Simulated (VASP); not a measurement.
# Si2W (P6_222) in VASP: notebook

The runs below take Si2W through single point, with PBE.

All numbers are computed with VASP 6.6.1; they aren't measurements. Logs are shortened: lines on timing, memory, paths and dates and some standing lists are left out, and cuts for length are marked.

### Step 1. The cell of the first run

It takes space group P6_222 (No. 180, hexagonal). The conventional cell has a = 4.520 Å, b = 4.520 Å, c = 6.928 Å, α = 90.00°, β = 90.00°, γ = 120.00°. Si (site symmetry 2) has 7 Si at 2.27 to 3.03 Å and 5 W at 2.53 to 2.78 Å within 3.1 Å. Within 3.3 Å of W (site symmetry 222) lie 10 Si at 2.53 to 2.78 Å and 4 W at 3.23 Å.

### Step 2. Single point, PBE

INCAR

```
SYSTEM = Si2W
PREC = Accurate
ENCUT = 520
EDIFF = 1E-7
ISMEAR = 0
SIGMA = 0.03
LREAL = .FALSE.
LASPH = .TRUE.
NELM = 80
ALGO = Normal
ISIF = 2
LWAVE = .FALSE.
LCHARG = .FALSE.
GGA = PE
NBANDS = 43
```

KPOINTS

```
regular mesh
0
G
  9 9 6
  0 0 0
```

POSCAR

```
Si2W
1.0
    4.5199185558      0.0000000000      0.0000000000
   -2.2599592779      3.9143642923      0.0000000000
    0.0000000000      0.0000000000      6.9276791704
Si W
6 3
Direct
    0.8551111253      0.7102222506      0.5000000000
    0.1448888747      0.8551111253      0.8333333333
    0.7102222506      0.8551111253      0.1666666667
    0.1448888747      0.2897777494      0.5000000000
    0.8551111253      0.1448888747      0.8333333333
    0.2897777494      0.1448888747      0.1666666667
    0.0000000000      0.5000000000      0.1666666667
    0.5000000000      0.5000000000      0.8333333333
    0.5000000000      0.0000000000      0.5000000000
```

Potentials or basis: VASP PAW PBE potentials, release 64 (Si, W_sv).

On the command line:

```bash
cat potpaw_PBE.64/Si/POTCAR potpaw_PBE.64/W_sv/POTCAR > POTCAR
mpirun -np 1 vasp_std > vasp.out
```

OUTCAR:

```text
SYSTEM = Si2W
   PREC = Accurate
   ENCUT = 520
   EDIFF = 1E-7
   ISMEAR = 0
   LREAL = .FALSE.
   LASPH = .TRUE.
   NELM = 80
   ISIF = 2
   GGA = PE

 ion  position               nearest neighbor table
   1  0.855  0.710  0.500-   4 2.27   9 2.53   9 2.53   3 2.57   2 2.57   8 2.70   7 2.70   9 2.78
                             4 2.80   4 2.80   6 3.03   5 3.03
   2  0.145  0.855  0.833-   5 2.27   8 2.53   8 2.53   1 2.57   6 2.57   9 2.70   7 2.70   8 2.78
                             5 2.80   5 2.80   4 3.03   3 3.03
   3  0.710  0.855  0.167-   6 2.27   7 2.53   7 2.53   1 2.57   5 2.57   9 2.70   8 2.70   7 2.78
                             6 2.80   6 2.80   4 3.03   2 3.03
   4  0.145  0.290  0.500-   1 2.27   9 2.53   9 2.53   6 2.57   5 2.57   8 2.70   7 2.70   9 2.78
                             1 2.80   1 2.80   3 3.03   2 3.03
   5  0.855  0.145  0.833-   2 2.27   8 2.53   8 2.53   4 2.57   3 2.57   9 2.70   7 2.70   8 2.78
                             2 2.80   2 2.80   1 3.03   6 3.03
   6  0.290  0.145  0.167-   3 2.27   7 2.53   7 2.53   4 2.57   2 2.57   9 2.70   8 2.70   7 2.78
                             3 2.80   3 2.80   1 3.03   5 3.03
   7  0.000  0.500  0.167-   6 2.53   3 2.53   6 2.53   3 2.53   1 2.70   4 2.70   2 2.70   5 2.70
                             3 2.78   6 2.78   9 3.23   9 3.23   8 3.23   8 3.23
   8  0.500  0.500  0.833-   5 2.53   2 2.53   2 2.53   5 2.53   1 2.70   4 2.70   3 2.70   6 2.70
                             5 2.78   2 2.78   9 3.23   9 3.23   7 3.23   7 3.23
   9  0.500  0.000  0.500-   4 2.53   1 2.53   4 2.53   1 2.53   2 2.70   5 2.70   6 2.70   3 2.70
                             4 2.78   1 2.78   7 3.23   8 3.23   8 3.23   7 3.23

  LATTYP: Found a hexagonal cell.
 ALAT       =     4.5199185558
 C/A-ratio  =     1.5327000000

  Lattice vectors:

 A1 = (   4.5199185558,   0.0000000000,   0.0000000000)
 A2 = (  -2.2599592779,   3.9143642923,   0.0000000000)
 A3 = (   0.0000000000,   0.0000000000,   6.9276791704)

Analysis of symmetry for initial positions (statically):
=====================================================================
 Subroutine PRICEL returns:
 Original cell was already a primitive cell.

 Routine SETGRP: Setting up the symmetry group for a
 hexagonal supercell.

 Subroutine GETGRP returns: Found 12 space group operations
 (whereof  4 operations were pure point group operations)
 out of a pool of 24 trial point group operations.

The static configuration has the point symmetry D_2 .
 The point group associated with its full space group is D_6 .

Analysis of symmetry for dynamics (positions and initial velocities):
=====================================================================
 Subroutine PRICEL returns:
 Original cell was already a primitive cell.

 Routine SETGRP: Setting up the symmetry group for a
 hexagonal supercell.

 Subroutine GETGRP returns: Found 12 space group operations
 (whereof  4 operations were pure point group operations)
 out of a pool of 24 trial point group operations.

The dynamic configuration has the point symmetry D_2 .
 The point group associated with its full space group is D_6 .

 Subroutine INISYM returns: Found 12 space group operations
 (whereof  4 operations are pure point group operations),
 and found     1 'primitive' translations

----------------------------------------------------------------------------------------

                                     Primitive cell

  volume of cell :     122.5687

  direct lattice vectors                    reciprocal lattice vectors
     4.519918556  0.000000000  0.000000000     0.221242925  0.127734662  0.000000000
    -2.259959278  3.914364292  0.000000000     0.000000000  0.255469324  0.000000000
     0.000000000  0.000000000  6.927679170     0.000000000  0.000000000  0.144348486

  length of vectors
     4.519918556  4.519918556  6.927679170     0.255469324  0.255469324  0.144348486

  position of ions in fractional coordinates (direct lattice)
     0.855111125  0.710222251  0.500000000
     0.144888875  0.855111125  0.833333333
     0.710222251  0.855111125  0.166666667
     0.144888875  0.289777749  0.500000000
     0.855111125  0.144888875  0.833333333
     0.289777749  0.144888875  0.166666667
     1.000000000  0.500000000  0.166666667
     0.500000000  0.500000000  0.833333333
     0.500000000  0.000000000  0.500000000

  ion indices of the primitive-cell ions
   primitive index   ion index
                 1           1
                 2           2
                 3           3
                 4           4
                 5           5
                 6           6
                 7           7
                 8           8
                 9           9

----------------------------------------------------------------------------------------

 KPOINTS: regular mesh

Automatic generation of k-mesh.
 Grid dimensions read from file:
 generate k-points for:    9    9    6

 Generating k-lattice:

  Cartesian coordinates                     Fractional coordinates (reciprocal lattice)
     0.024582547  0.014192740  0.000000000     0.111111111 -0.000000000  0.000000000
     0.000000000  0.028385480  0.000000000     0.000000000  0.111111111  0.000000000
     0.000000000  0.000000000  0.024058081     0.000000000  0.000000000  0.166666667

  Length of vectors
     0.028385480  0.028385480  0.024058081

  Shift w.r.t. Gamma in fractional coordinates (k-lattice)
     0.000000000  0.000000000  0.000000000

 Subroutine IBZKPT returns following result:
 ===========================================

 Found     48 irreducible k-points:

 Following reciprocal coordinates:
            Coordinates               Weight
  0.000000  0.000000  0.000000      1.000000
  0.111111  0.000000  0.000000      6.000000
  0.222222  0.000000  0.000000      6.000000
  0.333333 -0.000000  0.000000      6.000000
  0.444444  0.000000  0.000000      6.000000
  0.111111  0.111111  0.000000      6.000000
[... 16 lines left out ...]
  0.333333  0.222222  0.166667     24.000000
  0.333333  0.333333  0.166667      4.000000
 [... further k-points ...]
   k-points           NKPTS =     48   k-points in BZ     NKDIM =     48   number of bands    NBANDS=     43
   number of dos      NEDOS =    301   number of ions     NIONS =      9
   total plane-waves  NPLWV =  69984
   dimension x,y,z NGX =    36 NGY =   36 NGZ =   54
   dimension x,y,z NGXF=    72 NGYF=   72 NGZF=  108
   ions per type =               6   3
   NGX,Y,Z   is equivalent  to a cutoff of  13.24, 13.24, 12.96 a.u.
   NGXF,Y,Z  is equivalent  to a cutoff of  26.48, 26.48, 25.92 a.u.
 SYSTEM =  Si2W
   PREC   = accura    normal or accurate (medium, high low for compatibility)
   ISTART =      0    job   : 0-new  1-cont  2-samecut
   ICHARG =      2    charge: 1-file 2-atom 10-const
   ISPIN  =      1    spin polarized calculation?
   LNONCOLLINEAR =      F non collinear calculations
   LSORBIT =      F    spin-orbit coupling
   LASPH  =      T    aspherical Exc in radial PAW
   ENCUT  =  520.0 eV  38.22 Ry    6.18 a.u.   8.40  8.40 12.88*2*pi/ulx,y,z
   NELM   =     80;   NELMIN=  2; NELMDL= -5     # of ELM steps
   EDIFF  = 0.1E-06   stopping-criterion for ELM
   LREAL  =      F    real-space projection
   EDIFFG = 0.1E-05   stopping-criterion for IOM
   NSW    =      0    number of steps for IOM
   IBRION =     -1    ionic relax: 0-MD 1-quasi-New 2-CG
   NFREE  =      0    steps in history (QN), initial steepest desc. (CG)
   ISIF   =      2    stress and relaxation
   ISYM   =      2    0-nonsym 1-usesym 2-fastsym
   POTIM  = 0.5000    time-step for ionic-motion
   TEBEG  =    0.0;   TEEND  =   0.0 temperature during run
   PSTRESS=    0.0 pullay stress
   NELECT =      66.0000    total number of electrons
   NUPDOWN=      -1.0000    fix difference up-down
   EMIN   =  10.00;   EMAX   =-10.00  energy-range for DOS
   EFERMI =   0.00;   METHOD = LEGACY
   ISMEAR =     0;   SIGMA  =   0.03  broadening in eV -4-tet -1-fermi 0-gaus
   EFERMI_NEDOS =   21; number of points for ismear=-14 and -15
   IALGO  =     38    algorithm
   IMIX   =      4    mixing-type and parameters
     AMIX     =   0.40;   BMIX     =  1.00
     AMIX_MAG =   1.60;   BMIX_MAG =  1.00
  volume/ion in A,a.u.               =      13.62        91.90
  Fermi-wavevector in a.u.,A,eV,Ry     =   1.331873  2.516876 24.135194  1.773887
  Thomas-Fermi vector in A             =   2.460851
   LORBIT       =      0    0 simple, 1 ext, 2 COOP (PROOUT), +10 PAW based schemes
   GGA     = PE    functional components
   LHFCALC =     F    Hartree Fock is set to
   AEXX    =    0.0000 exact exchange contribution
   IVDW    =     0    specifies the selected vdW correction
   LEPSILON=     F    determine dielectric tensor
   LRPA    =     F    only Hartree local field effects (RPA)
 non-spin polarized calculation
 Gauss-broadening in eV      SIGMA  =   0.03
  energy-cutoff  :      520.00
  volume of cell :      122.57
 maximum number of plane-waves:      3350
 NGX is ok and might be reduce to    36

 number of electron      65.9999995 magnetization

 Free energy of the ion-electron system (eV)
  ---------------------------------------------------
  ext. energy  EPLUGINS =         0.00000000
  ---------------------------------------------------
  free energy    TOTEN  =       -72.12363333 eV

  energy without entropy =      -72.12306241  energy(sigma->0) =      -72.12334787

 E-fermi :  11.9732     XC(G=0): -12.4601

 val. band max:       11.9649214345   @ k =   0.4444   0.0000   0.3333
 cond. band min:      12.0507783255   @ k =   0.2222   0.2222   0.0000
 fundamental gap:      0.0858568910
 Fermi energy:        11.9732354721

 k-point     1 :       0.0000    0.0000    0.0000
  band No.  band energies     occupation
      1     -62.0093      2.00000
      2     -61.9992      2.00000
      3     -61.9992      2.00000
      4     -26.4292      2.00000
      5     -26.4292      2.00000
      6     -26.3726      2.00000
[... 35 lines left out ...]
     42      15.6138      0.00000
     43      15.6139      0.00000
[... 1017 lines left out ...]
      3     -61.9993      2.00000
      4     -26.4405      2.00000
      5     -26.4289      2.00000
      6     -26.4079      2.00000
[... 35 lines left out ...]
     42      15.3928      0.00000
     43      15.8865      0.00000

 [... further k-points ...]
[... 5 lines left out ...]
  --------------------------------------------------------------------------------------
  -------------------------------------------------------------------------------------
  Total        8.9503229      8.9503229     -7.3340979      0.0000000      0.0000000      0.0000000
  in kB      116.9956371    116.9956370    -95.8688835      0.0000000      0.0000000      0.0000000
  external PRESSURE =      46.0407969 kB  Pullay stress =       0.0000000 kB

 VOLUME and BASIS-vectors are now :
 -----------------------------------------------------------------------------
  energy-cutoff  :      520.00
  volume of cell :      122.57
      direct lattice vectors                 reciprocal lattice vectors
     4.519918556  0.000000000  0.000000000     0.221242925  0.127734662  0.000000000
    -2.259959278  3.914364292  0.000000000     0.000000000  0.255469324  0.000000000
     0.000000000  0.000000000  6.927679170     0.000000000  0.000000000  0.144348486

 POSITION                                       TOTAL-FORCE (eV/Angst)
 -----------------------------------------------------------------------------------
      2.25996      2.78007      3.46384        -0.000000     -3.521627      0.000000
     -1.27763      3.34722      5.77307         3.049819     -1.760814     -0.000000
      1.27763      3.34722      1.15461        -3.049819     -1.760814      0.000000
      0.00000      1.13430      3.46384        -0.000000      3.521627      0.000000
      3.53759      0.56715      5.77307        -3.049819      1.760814      0.000000
      0.98233      0.56715      1.15461         3.049819      1.760814     -0.000000
     -1.12998      1.95718      1.15461        -0.000000      0.000000      0.000000
      1.12998      1.95718      5.77307        -0.000000      0.000000      0.000000
      2.25996      0.00000      3.46384        -0.000000      0.000000     -0.000000
 -----------------------------------------------------------------------------------
    total drift:                               -0.000000      0.000000     -0.000000

  FREE ENERGIE OF THE ION-ELECTRON SYSTEM (eV)
  ---------------------------------------------------
  free  energy   TOTEN  =       -72.1236333323 eV

  energy  without entropy=      -72.1230624134  energy(sigma->0) =      -72.12334787
```

It took 2.2 min on 1 thread of Intel Xeon 6975P-C (Granite Rapids), shared host; peak memory 0.35 GiB.

What came out:

* Free energy: -72.1236 eV
* Pressure: 4.6 GPa
* Largest force: 3.522 eV/Å
* Band gap on the k mesh: zero (bands 33 and 34 overlap by 0.23 eV)

Forces on the atoms (eV/Å):
```
Si   0.000 -3.522  0.000
Si   3.050 -1.761  0.000
Si  -3.050 -1.761  0.000
Si   0.000  3.522  0.000
Si  -3.050  1.761  0.000
Si   3.050  1.761  0.000
W    0.000  0.000  0.000
W    0.000  0.000  0.000
W    0.000  0.000  0.000
```

Levels at points of the mesh, in eV from the Fermi level:
| k point | band 29 | band 30 | band 31 | band 32 | band 33 | band 34 | band 35 | band 36 | band 37 | band 38 |
| --- | --- | --- | --- | --- | --- | --- | --- | --- | --- | --- |
| (0.00, 0.00, 0.00) | -2.69 | -2.32 | -2.32 | -1.11 | -0.39 | 1.61 | 1.61 | 2.38 | 2.39 | 2.39 |
| (0.00, 0.00, 0.50) | -2.57 | -1.43 | -1.43 | -0.71 | -0.71 | 1.72 | 1.72 | 2.32 | 2.42 | 2.57 |

Caveat: the cell stands under pressure; spin-orbit coupling is left out, which moves the levels of the heavy elements; forces of over 1 eV/Å act on the atoms, so gaps and moduli don't describe the material at rest.

### Step 3. Single point, PBE

This run uses another cell than the first one, of the same volume but with other edges.

INCAR

```
SYSTEM = Si2W
ALGO = Normal
EDIFF = 1E-6
ENCUT = 520
GGA = PE
ISIF = 2
ISMEAR = 0
LASPH = .TRUE.
LCHARG = .TRUE.
LELF = .TRUE.
LREAL = .FALSE.
LVHAR = .TRUE.
LWAVE = .FALSE.
NBANDS = 43
NELM = 60
PREC = Accurate
SIGMA = 0.03
```

KPOINTS

```
k-points
0
G
  9 9 6
  0 0 0
```

POSCAR

```
Si2W
1.0
    4.6143995253      0.0000000000      0.0000000000
   -2.3071997627      3.9961872121      0.0000000000
    0.0000000000      0.0000000000      6.6468916183
Si W
6 3
Direct
    0.8300872726      0.6601745453      0.5000000000
    0.1699127274      0.8300872726      0.8333333333
    0.6601745453      0.8300872726      0.1666666667
    0.1699127274      0.3398254547      0.5000000000
    0.8300872726      0.1699127274      0.8333333333
    0.3398254547      0.1699127274      0.1666666667
    0.0000000000      0.5000000000      0.1666666667
    0.5000000000      0.5000000000      0.8333333333
    0.5000000000      0.0000000000      0.5000000000
```

Potentials or basis: VASP PAW PBE potentials, release 64 (Si, W_sv).

On the command line:

```bash
cat potpaw_PBE.64/Si/POTCAR potpaw_PBE.64/W_sv/POTCAR > POTCAR
mpirun -np 1 vasp_std > vasp.out
```

It took 89 s on 1 thread of Intel Xeon 6975P-C (Granite Rapids), shared host; peak memory 0.36 GiB.

The run converged. Its results:

```
Free energy            : -73.7111 eV
Pressure               : 0.7 GPa
Largest force          : 0.801 eV/Å
Band gap on the k mesh : 0.18 eV (least direct gap 0.67 eV)
```

Forces on the atoms (eV/Å):
```
Si   0.000  0.801  0.000
Si  -0.693  0.400  0.000
Si   0.693  0.400  0.000
Si   0.000 -0.801  0.000
Si   0.693 -0.400  0.000
Si  -0.693 -0.400  0.000
W    0.000  0.000  0.000
W    0.000  0.000  0.000
W    0.000  0.000  0.000
```

Stress tensor (GPa, compression positive):
```
0.48 0.00 0.00
0.00 0.48 0.00
0.00 0.00 0.99
```

Levels at points of the mesh, in eV from the valence-band top:
```tsv
k point	band 30	band 31	band 32	band 33	band 34	band 35	band 36	band 37
(0.00, 0.00, 0.00)	-3.09	-2.77	-2.74	-0.96	2.41	2.44	2.50	2.50
(0.00, 0.00, 0.50)	-2.79	-2.22	-0.70	-0.70	1.66	2.25	2.25	2.35
```

Caveat: spin-orbit coupling is left out, which moves the levels of the heavy elements; an odd mesh through Γ misses points on the zone boundary, where band edges can lie.

### Step 4. Single point, PBE

This run uses another cell than the first one, of the same volume but with other edges.

INCAR

```
PREC = Accurate
ENCUT = 520
EDIFF = 1E-6
ISMEAR = 0
SIGMA = 0.03
LREAL = False
LASPH = True
NELM = 100
ALGO = Normal
ISIF = 2
LWAVE = False
LCHARG = True
GGA = PE
LELF = True
LVHAR = True
NBANDS = 43
```

KPOINTS

```
Automatic mesh
0
Gamma
  9 9 6
```

POSCAR

```
Si2W
1.0
    4.6907127290      0.0000000000      0.0000000000
   -2.3453563645      4.0622763851      0.0000000000
    0.0000000000      0.0000000000      6.4323743652
Si W
6 3
Direct
    0.8113193831      0.6226387663      0.5000000000
    0.1886806169      0.8113193831      0.8333333333
    0.6226387663      0.8113193831      0.1666666667
    0.1886806169      0.3773612337      0.5000000000
    0.8113193831      0.1886806169      0.8333333333
    0.3773612337      0.1886806169      0.1666666667
    0.0000000000      0.5000000000      0.1666666667
    0.5000000000      0.5000000000      0.8333333333
    0.5000000000      0.0000000000      0.5000000000
```

On the command line:

```bash
cat potpaw_PBE.64/Si/POTCAR potpaw_PBE.64/W_sv/POTCAR > POTCAR
mpirun -np 1 vasp_std > vasp.out
```

Wall time 88 s (1 thread of Intel Xeon 6975P-C (Granite Rapids), shared host); peak memory 0.35 GiB.

It converged, with:

```yaml
Free_energy: -71.8982 eV
Pressure: 8.0 GPa
Largest_force: 2.683 eV/Å
Band_gap_on_the_k_mesh: 0.25 eV (least direct gap 0.39 eV)
```

Forces in eV/Å, atoms in the order of the input:
```
Si   0.000  2.683  0.000
Si  -2.323  1.341  0.000
Si   2.323  1.341  0.000
Si   0.000 -2.683  0.000
Si   2.323 -1.341  0.000
Si  -2.323 -1.341  0.000
W    0.000  0.000  0.000
W    0.000  0.000  0.000
W    0.000  0.000  0.000
```

Stress tensor (GPa, compression positive):
```
 3.83  0.00  0.00
 0.00  3.83  0.00
 0.00  0.00 16.47
```

Levels at points of the mesh, in eV from the valence-band top:
```tsv
k point	band 31	band 32	band 33	band 34	band 35	band 36
(0.00, 0.00, 0.00)	-2.80	-2.55	-1.23	1.93	1.93	2.04
(0.00, 0.00, 0.50)	-1.64	-0.54	-0.54	1.21	1.86	1.97
```

Caveat: the cell stands under pressure; spin-orbit coupling is left out, which moves the levels of the heavy elements; an odd mesh through Γ misses points on the zone boundary, where band edges can lie; forces of over 1 eV/Å act on the atoms, so gaps and moduli don't describe the material at rest.

### Step 5. The runs side by side

| cell | gap on the mesh (eV) | pressure (GPa) | largest force (eV/Å) |
| --- | --- | --- | --- |
| a = 4.520, b = 4.520, c = 6.928 Å, angles 90.0, 90.0, 120.0°, 9 atoms, atomic positions A | none | 4.6 | 3.52 |
| a = 4.614, b = 4.614, c = 6.647 Å, angles 90.0, 90.0, 120.0°, 9 atoms, atomic positions B | 0.18 | 0.7 | 0.80 |
| a = 4.691, b = 4.691, c = 6.432 Å, angles 90.0, 90.0, 120.0°, 9 atoms, atomic positions C | 0.25 | 8.0 | 2.68 |

Alike in all rows: task single point; level PBE; potentials or basis VASP PAW PBE potentials, release 64 (Si, W_sv); no spin polarisation; k mesh 9 × 9 × 6; cutoff (eV) 520; smearing gaussian 0.03 eV.

Caveats: spin-orbit coupling is left out, which moves the levels of the heavy elements; the cell stands under pressure (at least some runs); forces of over 1 eV/Å act on the atoms, so gaps and moduli don't describe the material at rest (at least some runs); an odd mesh through Γ misses points on the zone boundary, where band edges can lie (at least some runs).

Total energies depend on the potentials used, so only differences within one code and one set of settings carry meaning.
